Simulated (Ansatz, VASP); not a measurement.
# Two plane-wave programs on ScB4

The input INCAR:

```
ALGO = Normal
EDIFF = 1E-6
EDIFFG = -0.01
ENCUT = 600
GGA = PE
IBRION = 2
ISIF = 3
ISMEAR = 0
LASPH = True
LCHARG = False
LREAL = False
LWAVE = False
NELM = 60
NSW = 100
PREC = Accurate
SIGMA = 0.1
```

File KPOINTS:

```
k-points
0
Gamma
  12 12 10
```

Contents of POSCAR:

```
ScB4
1.0
    3.3672557770      0.0000000000      0.0000000000
    0.0000000000      3.3672557770      0.0000000000
    0.0000000000      0.0000000000      4.2251945817
Sc B
1 4
Direct
    0.0000000000      0.0000000000      0.5000000000
    0.5000000000      0.0000000000      0.0000000000
    0.0000000000      0.5000000000      0.0000000000
    0.5000000000      0.5000000000      0.0000000000
    0.5000000000      0.5000000000      0.5000000000
```

Input for Ansatz:

```yaml
crystal:
  lattice:
    - [3.367255777, 0.0, 0.0]
    - [0.0, 3.367255777, 0.0]
    - [0.0, 0.0, 4.2251945817]
  atoms:
    - { symbol: Sc, position: [0.0, 0.0, 0.5] }
    - { symbol: B, position: [0.5, 0.0, 0.0] }
    - { symbol: B, position: [0.0, 0.5, 0.0] }
    - { symbol: B, position: [0.5, 0.5, 0.0] }
    - { symbol: B, position: [0.5, 0.5, 0.5] }
basis:
  ecutwfc: 420
kpoints:
  mp_grid: { grid: [12, 12, 10] }
hamiltonian:
  xc: pbe
scf:
  occupations: { method: gaussian, width: 0.1 }
output:
  forces: true
  stress: true
  eigenvalues: true
  write_density: true
  write_potential: true
  elf: true
  volumetric_format: npy
relax:
  adjacent_minimum: "off"
  f_tol: 0.01
  max_steps: 80
  cell: { stress_tol: 0.05 }
```

Alike in both runs: task relaxation of cell and atoms; functional PBE; k mesh 12 × 12 × 10; occupations gaussian, width 0.1 eV; no spin polarisation.

|  | VASP | Ansatz |
| --- | --- | --- |
| version | VASP 6.6.1 | Ansatz 0.2.0 |
| potentials or method | VASP PAW PBE potentials, release 64 (Sc_sv, B), cutoff 600 eV | scalar-relativistic, plane waves, PAW |
| valence electrons in the cell | 23 | 23 |

Ansatz gave:

```
gap on the k mesh at the Fermi level, each at its own relaxed structure (eV) : none
relaxed volume (Å³/atom)                                                     : 9.63
relaxed cell length with the largest relative difference (Å)                 : 4.269
```

Estimate VASP's values.

gap on the k mesh at the Fermi level, each at its own relaxed structure (eV): none; relaxed volume (Å³/atom): 9.66; relaxed cell length with the largest relative difference (Å): 4.283.

A gap of «none» marks a metal or a gap that the smearing closes.
